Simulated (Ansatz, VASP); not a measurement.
Two plane-wave programs on Ge

```
CELL_PARAMETERS angstrom
0.00000 2.05823 2.05823
2.05823 0.00000 2.05823
2.05823 2.05823 0.00000
ATOMIC_POSITIONS crystal
Ge 0.00000 0.00000 0.00000
```

Alike in both runs: task single point; functional r2SCAN; k mesh 14 × 14 × 14; occupations fermi-dirac, width 0.1 eV; no spin polarisation.

|  | VASP | Ansatz |
| --- | --- | --- |
| version | VASP 6.6.1 | Ansatz 0.2.0 |
| potentials or method | VASP PAW PBE potentials, release 64 (Ge_d), cutoff 520 eV | plane waves (500 eV) with PAW, scalar-relativistic |
| valence electrons in the cell | 14 | 14 |

```tsv
	VASP	Ansatz	Ansatz less VASP
pressure (GPa)	6.8	7.0	+0.23
```

VASP's potentials were made for PBE, not for r2SCAN. The functional is the same, so the differences come from potentials, cutoffs and numerics.
